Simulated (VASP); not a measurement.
# TaN (P-6m2) in VASP: a series of runs

TaN is run at these levels: PBE-based screened hybrid with 5 % exact exchange, PBE-based screened hybrid with 10 % exact exchange; tasks: single point.

Program: VASP 6.6.1. These are calculated values, not measurements. Logs are shortened: lines on timing, memory, paths and dates and some standing lists are left out, and cuts for length are marked.

**1. The cell of the first run**

The structure is hexagonal, space group P-6m2 (No. 187). The conventional cell has a = 2.938 Å, b = 2.938 Å, c = 2.883 Å, α = 90.00°, β = 90.00°, γ = 120.00°. Ta (site symmetry -6m2) has 6 N at 2.23 Å and 8 Ta at 2.88 to 2.94 Å within 3.0 Å. Within 3.0 Å of N (site symmetry -6m2) lie 6 Ta at 2.23 Å and 8 N at 2.88 to 2.94 Å.

**2. Single point, PBE-based screened hybrid with 5 % exact exchange**

Input file POSCAR:

```
TaN
1.0
    2.9380000000      0.0000000000      0.0000000000
   -1.4690000000      2.5443826363      0.0000000000
    0.0000000000      0.0000000000      2.8830000000
Ta N
1 1
Direct
    0.0000000000      0.0000000000      0.5000000000
    0.6666666667      0.3333333333      0.0000000000
```

Input file INCAR.step1:

```
SYSTEM = TaN
ALGO = Normal ; EDIFF = 1E-5
ENCUT = 520 ; GGA = PE
ISIF = 2 ; ISMEAR = -1
LASPH = .True. ; LREAL = .False.
LWAVE = .True. ; NBANDS = 15
NELM = 80 ; PREC = Accurate
SIGMA = 0.05
```

Input file INCAR.step2:

```
SYSTEM = TaN
AEXX = 0.05 ; ALGO = Normal
EDIFF = 1E-6 ; ENCUT = 520
GGA = PE ; HFSCREEN = 0.2
ISIF = 2 ; ISMEAR = -1
ISTART = 1 ; LASPH = .True.
LCHARG = .True. ; LELF = .True.
LHFCALC = .True. ; LREAL = .False.
LVHAR = .True. ; LWAVE = .False.
NBANDS = 15 ; NELM = 80
PREC = Accurate ; PRECFOCK = Normal
SIGMA = 0.05
```

Input file KPOINTS:

```
k-points
0
Gamma
  5 5 5
  0 0 0
```

Potentials or basis: VASP PAW PBE potentials, release 64 (Ta_pv, N).

Launch:

```bash
> cat potpaw_PBE.64/Ta_pv/POTCAR potpaw_PBE.64/N/POTCAR > POTCAR
> cp INCAR.step1 INCAR
> mpirun -np 1 vasp_std > vasp.out
> cp INCAR.step2 INCAR
> mpirun -np 1 vasp_std > vasp.out
```

OUTCAR:

```text
SYSTEM = TaN
   AEXX = 0.05
   EDIFF = 1E-6
   ENCUT = 520
   GGA = PE
   HFSCREEN = 0.2
   ISIF = 2
   ISMEAR = -1
   ISTART = 1
   LASPH = .True.
   LHFCALC = .True.
   LREAL = .False.
   NELM = 80
   PREC = Accurate
   PRECFOCK = Normal

 ion  position               nearest neighbor table
   1  0.000  0.000  0.500-   2 2.23   2 2.23   2 2.23   2 2.23   2 2.23   2 2.23
   2  0.667  0.333  0.000-   1 2.23   1 2.23   1 2.23   1 2.23   1 2.23   1 2.23

  LATTYP: Found a hexagonal cell.
 ALAT       =     2.9380000000
 C/A-ratio  =     0.9812797822

  Lattice vectors:

 A1 = (   2.9380000000,   0.0000000000,   0.0000000000)
 A2 = (  -1.4690000000,   2.5443826363,   0.0000000000)
 A3 = (   0.0000000000,   0.0000000000,   2.8830000000)

Analysis of symmetry for initial positions (statically):
=====================================================================
 Subroutine PRICEL returns:
 Original cell was already a primitive cell.

 Routine SETGRP: Setting up the symmetry group for a
 hexagonal supercell.

 Subroutine GETGRP returns: Found 12 space group operations
 (whereof 12 operations were pure point group operations)
 out of a pool of 24 trial point group operations.

The static configuration has the point symmetry D_3h.

Analysis of symmetry for dynamics (positions and initial velocities):
=====================================================================
 Subroutine PRICEL returns:
 Original cell was already a primitive cell.

 Routine SETGRP: Setting up the symmetry group for a
 hexagonal supercell.

 Subroutine GETGRP returns: Found 12 space group operations
 (whereof 12 operations were pure point group operations)
 out of a pool of 24 trial point group operations.

The dynamic configuration has the point symmetry D_3h.

 Subroutine INISYM returns: Found 12 space group operations
 (whereof 12 operations are pure point group operations),
 and found     1 'primitive' translations

----------------------------------------------------------------------------------------

                                     Primitive cell

  volume of cell :      21.5516

  direct lattice vectors                    reciprocal lattice vectors
     2.938000000  0.000000000  0.000000000     0.340367597  0.196511324  0.000000000
    -1.469000000  2.544382636  0.000000000     0.000000000  0.393022648  0.000000000
     0.000000000  0.000000000  2.883000000     0.000000000  0.000000000  0.346860909

  length of vectors
     2.938000000  2.938000000  2.883000000     0.393022648  0.393022648  0.346860909

  position of ions in fractional coordinates (direct lattice)
     0.000000000  0.000000000  0.500000000
     0.666666667  0.333333333  0.000000000

  ion indices of the primitive-cell ions
   primitive index   ion index
                 1           1
                 2           2

----------------------------------------------------------------------------------------

 KPOINTS: k-points

Automatic generation of k-mesh.
 Grid dimensions read from file:
 generate k-points for:    5    5    5

 Generating k-lattice:

  Cartesian coordinates                     Fractional coordinates (reciprocal lattice)
     0.068073519  0.039302265  0.000000000     0.200000000  0.000000000  0.000000000
     0.000000000  0.078604530  0.000000000     0.000000000  0.200000000  0.000000000
     0.000000000  0.000000000  0.069372182     0.000000000  0.000000000  0.200000000

  Length of vectors
     0.078604530  0.078604530  0.069372182

  Shift w.r.t. Gamma in fractional coordinates (k-lattice)
     0.000000000  0.000000000  0.000000000

 Subroutine IBZKPT returns following result:
 ===========================================

 Found     15 irreducible k-points:

 Following reciprocal coordinates:
            Coordinates               Weight
  0.000000  0.000000  0.000000      1.000000
  0.200000  0.000000  0.000000      6.000000
  0.400000  0.000000  0.000000      6.000000
  0.200000  0.200000  0.000000      6.000000
  0.400000  0.200000  0.000000      6.000000
  0.000000  0.000000  0.200000      2.000000
  0.200000  0.000000  0.200000     12.000000
  0.400000  0.000000  0.200000     12.000000
  0.200000  0.200000  0.200000     12.000000
  0.400000  0.200000  0.200000     12.000000
  0.000000  0.000000  0.400000      2.000000
  0.200000  0.000000  0.400000     12.000000
  0.400000  0.000000  0.400000     12.000000
  0.200000  0.200000  0.400000     12.000000
  0.400000  0.200000  0.400000     12.000000
   k-points           NKPTS =     15   k-points in BZ     NKDIM =    125   number of bands    NBANDS=     15
   number of dos      NEDOS =    301   number of ions     NIONS =      2
   total plane-waves  NPLWV =  13824
   dimension x,y,z NGX =    24 NGY =   24 NGZ =   24
   dimension x,y,z NGXF=    48 NGYF=   48 NGZF=   48
   ions per type =               1   1
   NGX,Y,Z   is equivalent  to a cutoff of  13.58, 13.58, 13.84 a.u.
   NGXF,Y,Z  is equivalent  to a cutoff of  27.16, 27.16, 27.68 a.u.
 SYSTEM =  TaN
   PREC   = accura    normal or accurate (medium, high low for compatibility)
   ISTART =      1    job   : 0-new  1-cont  2-samecut
   ICHARG =      0    charge: 1-file 2-atom 10-const
   ISPIN  =      1    spin polarized calculation?
   LNONCOLLINEAR =      F non collinear calculations
   LSORBIT =      F    spin-orbit coupling
   LASPH  =      T    aspherical Exc in radial PAW
   ENCUT  =  520.0 eV  38.22 Ry    6.18 a.u.   5.46  5.46  5.36*2*pi/ulx,y,z
   NELM   =     80;   NELMIN=  2; NELMDL=  0     # of ELM steps
   EDIFF  = 0.1E-05   stopping-criterion for ELM
   LREAL  =      F    real-space projection
   EDIFFG = 0.1E-04   stopping-criterion for IOM
   NSW    =      0    number of steps for IOM
   IBRION =     -1    ionic relax: 0-MD 1-quasi-New 2-CG
   NFREE  =      0    steps in history (QN), initial steepest desc. (CG)
   ISIF   =      2    stress and relaxation
   ISYM   =      3    0-nonsym 1-usesym 2-fastsym
   POTIM  = 0.5000    time-step for ionic-motion
   TEBEG  =    0.0;   TEEND  =   0.0 temperature during run
   PSTRESS=    0.0 pullay stress
   NELECT =      16.0000    total number of electrons
   NUPDOWN=      -1.0000    fix difference up-down
   EMIN   =  10.00;   EMAX   =-10.00  energy-range for DOS
   EFERMI =   0.00;   METHOD = LEGACY
   ISMEAR =    -1;   SIGMA  =   0.05  broadening in eV -4-tet -1-fermi 0-gaus
   EFERMI_NEDOS =   21; number of points for ismear=-14 and -15
   IALGO  =     38    algorithm
   IMIX   =      1    mixing-type and parameters
     AMIX     =   0.40;   BMIX     =  1.00
     AMIX_MAG =   1.60;   BMIX_MAG =  1.00
  volume/ion in A,a.u.               =      10.78        72.72
  Fermi-wavevector in a.u.,A,eV,Ry     =   1.482365  2.801264 29.897531  2.197407
  Thomas-Fermi vector in A             =   2.596160
   LORBIT       =      0    0 simple, 1 ext, 2 COOP (PROOUT), +10 PAW based schemes
   GGA     = PE    functional components
   LHFCALC =     T    Hartree Fock is set to
   PRECFOCK=normal    Normal, Fast or Accurate (Low or Medium for compatibility)
   ENCUT4O =  -1.0   cutoff for four orbital integrals eV
   NKREDX  =     1    reduce k-point grid by
   NKREDY  =     1    reduce k-point grid by
   NKREDZ  =     1    reduce k-point grid by
   AEXX    =    0.0500 exact exchange contribution
   HFSCREEN=    0.2000 screening length (either q_TF or 0.3 A-1)
   HFSCREENC=   0.2000 screening length for correlation (either q_TF or 0.3 A-1)
   ENCUTFOCK=  -1.0 apply spherical cutoff to Coloumb kernel
   IVDW    =     0    specifies the selected vdW correction
   LEPSILON=     F    determine dielectric tensor
   LRPA    =     F    only Hartree local field effects (RPA)
 non-spin polarized calculation
  energy-cutoff  :      520.00
  volume of cell :       21.55
 maximum number of plane-waves:       599
 NGX is ok and might be reduce to    24
  NGX = 18; NGY = 18; NGZ = 18

 number of electron      16.0000001 magnetization

 Free energy of the ion-electron system (eV)
  ---------------------------------------------------
  ext. energy  EPLUGINS =         0.00000000
  ---------------------------------------------------
  free energy    TOTEN  =       -23.24347290 eV

  energy without entropy =      -23.24125472  energy(sigma->0) =      -23.24236381

 E-fermi :   8.2694     XC(G=0): -12.8527

 val. band max:        8.2694120937   @ k =   0.0000   0.0000   0.4000
 cond. band min:       9.5168091419   @ k =   0.2000   0.0000   0.4000
 fundamental gap:      1.2473970482
 Fermi energy:         8.2694125220

 k-point     1 :       0.0000    0.0000    0.0000
  band No.  band energies     occupation
      1     -27.1196      2.00000
      2     -26.8630      2.00000
      3     -26.8630      2.00000
      4      -9.9976      2.00000
      5       3.5072      2.00000
      6       3.5072      2.00000
      7       3.8878      2.00000
      8       5.1741      2.00000
      9      10.5606      0.00000
     10      11.9530      0.00000
     11      11.9530      0.00000
     12      12.3978      0.00000
     13      12.3978      0.00000
     14      21.5441      0.00000
     15      22.0054      0.00000

 k-point     2 :       0.2000    0.0000    0.0000
  band No.  band energies     occupation
      1     -27.2501      2.00000
      2     -27.0688      2.00000
      3     -26.9468      2.00000
      4      -9.2361      2.00000
      5       1.7612      2.00000
      6       4.0587      2.00000
      7       4.2201      2.00000
      8       4.7597      2.00000
      9      10.6792      0.00000
     10      12.0229      0.00000
     11      12.1737      0.00000
     12      12.9058      0.00000
     13      13.1883      0.00000
     14      21.5328      0.00000
     15      21.9943      0.00000

 k-point     3 :       0.4000    0.0000    0.0000
  band No.  band energies     occupation
      1     -27.8279      2.00000
      2     -27.0795      2.00000
      3     -26.9856      2.00000
      4      -7.9164      2.00000
      5      -0.0381      2.00000
      6       3.0487      2.00000
      7       4.8076      2.00000
      8       4.8376      2.00000
      9      11.4771      0.00000
     10      11.6513      0.00000
     11      13.3192      0.00000
     12      13.6305      0.00000
     13      15.2622      0.00000
     14      21.1605      0.00000
     15      21.9911      0.00000

 k-point     4 :       0.2000    0.2000    0.0000
  band No.  band energies     occupation
      1     -27.6277      2.00000
      2     -27.1579      2.00000
      3     -27.0017      2.00000
      4      -8.1662      2.00000
      5       0.5451      2.00000
      6       3.3246      2.00000
      7       3.7846      2.00000
      8       6.0442      2.00000
      9       9.6400      0.00000
     10      10.7266      0.00000
     11      13.2386      0.00000
     12      14.6349      0.00000
     13      15.5397      0.00000
     14      21.9538      0.00000
     15      22.2247      0.00000
[... 145 lines left out ...]
 k-point    13 :       0.4000    0.0000    0.4000
  band No.  band energies     occupation
      1     -27.7460      2.00000
      2     -27.6745      2.00000
      3     -26.9890      2.00000
      4      -7.8949      2.00000
      5       0.4578      2.00000
      6       2.2748      2.00000
      7       2.6908      2.00000
      8       7.1907      2.00000
      9      11.8495      0.00000
     10      12.6802      0.00000
     11      13.8775      0.00000
     12      15.1305      0.00000
     13      18.5231      0.00000
     14      21.2243      0.00000
     15      21.9752      0.00000

 k-point    14 :       0.2000    0.2000    0.4000
  band No.  band energies     occupation
      1     -27.7735      2.00000
      2     -27.4887      2.00000
      3     -27.0613      2.00000
      4      -7.8286      2.00000
      5       0.8967      2.00000
      6       1.4363      2.00000
      7       3.5833      2.00000
      8       6.6073      2.00000
      9      11.6179      0.00000
     10      12.2434      0.00000
     11      13.2306      0.00000
     12      14.9049      0.00000
     13      18.4768      0.00000
     14      21.6049      0.00000
     15      21.9895      0.00000

 k-point    15 :       0.4000    0.2000    0.4000
  band No.  band energies     occupation
      1     -27.6985      2.00000
      2     -27.6506      2.00000
      3     -27.2288      2.00000
      4      -7.8833      2.00000
      5       0.2970      2.00000
      6       1.3842      2.00000
      7       3.6000      2.00000
      8       7.5660      2.00000
      9      12.6443      0.00000
     10      13.2217      0.00000
     11      14.4552      0.00000
     12      15.4827      0.00000
     13      18.1908      0.00000
     14      20.1580      0.00000
     15      21.9165      0.00000

------------------------ aborting loop because EDIFF is reached ----------------------------------------

  FORCE on cell =-STRESS in cart. coord.  units (eV):
  Direction    XX          YY          ZZ          XY          YZ          ZX
  --------------------------------------------------------------------------------------
  -------------------------------------------------------------------------------------
  Total        0.4307388      0.4307388      0.4606951      0.0000000     -0.0000000     -0.0000000
  in kB       32.0218021     32.0218021     34.2487952      0.0000000     -0.0000000     -0.0000000
  external PRESSURE =      32.7641331 kB  Pullay stress =       0.0000000 kB

 VOLUME and BASIS-vectors are now :
 -----------------------------------------------------------------------------
  energy-cutoff  :      520.00
  volume of cell :       21.55
      direct lattice vectors                 reciprocal lattice vectors
     2.938000000  0.000000000  0.000000000     0.340367597  0.196511324  0.000000000
    -1.469000000  2.544382636  0.000000000     0.000000000  0.393022648  0.000000000
     0.000000000  0.000000000  2.883000000     0.000000000  0.000000000  0.346860909

 POSITION                                       TOTAL-FORCE (eV/Angst)
 -----------------------------------------------------------------------------------
      0.00000      0.00000      1.44150         0.000000     -0.000000      0.000000
      1.46900      0.84813      0.00000        -0.000000      0.000000      0.000000
 -----------------------------------------------------------------------------------
    total drift:                               -0.000000     -0.000001      0.000000

  FREE ENERGIE OF THE ION-ELECTRON SYSTEM (eV)
  ---------------------------------------------------
  free  energy   TOTEN  =       -23.2434729047 eV

  energy  without entropy=      -23.2412547214  energy(sigma->0) =      -23.24236381
```

Run time: 9.7 min. Hardware: 1 thread of Intel Xeon Platinum 8488C (Sapphire Rapids), shared host; peak memory 0.25 GiB.

What came out:

- Free energy: -23.2435 eV
- Pressure: 3.3 GPa
- Band gap on the k mesh: zero (filled and empty bands touch)

Caveat: the k points lie up to 0.49 Å⁻¹ apart; the PAW data sets were made with another functional, which shifts forces and pressure a little; spin-orbit coupling is left out, which moves the levels of the heavy elements.

[end of part 1 of 2]

The gap in the log of VASP goes by the Fermi energy; the results here count the filled bands.